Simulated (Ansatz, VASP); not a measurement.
Two plane-wave programs on Te

```
Te
1.0
     5.39293    0.00000    0.00000
    -2.69646    4.67041    0.00000
     0.00000    0.00000    3.18423
Te
3
Direct
  0.00000 0.00000 0.00000
  0.33333 0.66667 0.50000
  0.66667 0.33333 0.50000
```

Alike in both runs: task single point; functional PBE; k mesh 8 × 8 × 11; occupations fermi-dirac, width 0.1 eV; no spin polarisation.

|  | VASP | Ansatz |
| --- | --- | --- |
| version | VASP 6.6.1 | Ansatz 0.2.0 |
| potentials or method | VASP PAW PBE potentials, release 64 (Te), cutoff 520 eV | plane waves (420 eV) with PAW, scalar-relativistic |
| valence electrons in the cell | 18 | 48 |

```tsv
	VASP	Ansatz	Ansatz less VASP
pressure (GPa)	5.0	5.1	+0.09
traceless stress, the component that is largest in VASP (GPa)	-1.61	-1.61	+0.001
```

With one functional, cell and mesh, what is left measures potentials, basis and numerics. VASP's potentials hold 18 valence electrons a cell and Ansatz's 48, so a difference there can come from the potentials and not from the codes.

Spin-orbit coupling is off throughout.
